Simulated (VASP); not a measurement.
Wanted: the native input for a VASP 6.6.1 run.

```
Task                   : single point
Functional             : PBEsol
Dispersion             : D3(BJ)
Potentials or basis    : VASP PAW PBE potentials, release 64 (W_sv, Se)
Cutoff                 : 520 eV
k mesh                 : 12 × 12 × 4
Occupations            : gaussian, width 0.02 eV
Spin                   : no spin polarisation
Dipole correction      : no
Further INCAR settings : ALGO = Normal; EDIFF = 1e-06; NBANDS = 35
```

The structure of WSe2 lies in POSCAR:

```
WSe2
1.0
    3.1820225373      0.0000000000      0.0000000000
   -1.5910112687      2.7557123527      0.0000000000
    0.0000000000      0.0000000000     12.5284295951
W Se
2 4
Direct
    0.6666666667      0.3333333333      0.2499277596
    0.3333333333      0.6666666667      0.7500722404
    0.3333333333      0.6666666667      0.3853185469
    0.6666666667      0.3333333333      0.8854642784
    0.3333333333      0.6666666667      0.1145357216
    0.6666666667      0.3333333333      0.6146814531
```

This cell differs from its parent crystal: biaxial strain in the a-b plane: -1.5 %.

One way to write it, as run:

INCAR

```
SYSTEM = WSe2
ALGO     = Normal         ! electronic algorithm
EDIFF    = 1E-6           ! SCF threshold, eV
ENCUT    = 520            ! plane-wave cutoff, eV
GGA      = PS             ! functional
ISIF     = 2              ! what is computed and relaxed
ISMEAR   = 0              ! smearing method
IVDW     = 12             ! dispersion correction
LASPH    = .True.         ! aspherical terms in the spheres
LCHARG   = .False.        ! write CHGCAR
LREAL    = .False.        ! projectors in reciprocal space
LWAVE    = .False.        ! write WAVECAR
NBANDS   = 35             ! bands
NELM     = 80             ! most SCF steps
PREC     = Accurate       ! precision mode
SIGMA    = 0.02           ! smearing width, eV
```

KPOINTS

```
k-points
0
Gamma
  12 12 4
  0 0 0
```

Potentials or basis: VASP PAW PBE potentials, release 64 (W_sv, Se).

Run with:

```console
$ cat potpaw_PBE.64/W_sv/POTCAR potpaw_PBE.64/Se/POTCAR > POTCAR
$ mpirun -np 1 vasp_std > vasp.out
```

Results of the run:

```yaml
Pressure: 3.6 GPa
Largest_force: 0.164 eV/Å
Band_gap_on_the_k_mesh: 0.75 eV (least direct gap 1.56 eV)
Dispersion_energy_per_atom: -0.487 eV
```

Caveat: the cell differs from its parent crystal (biaxial strain in the a-b plane: -1.5 %); the cell stands under pressure; the PAW data sets were made with another functional, which shifts forces and pressure a little; spin-orbit coupling is left out, which moves the levels of the heavy elements.

It took 3.1 min on 1 thread of Intel(R) Xeon(R) Platinum 8488C (Sapphire Rapids), on a shared host, peak memory 0.37 GiB.
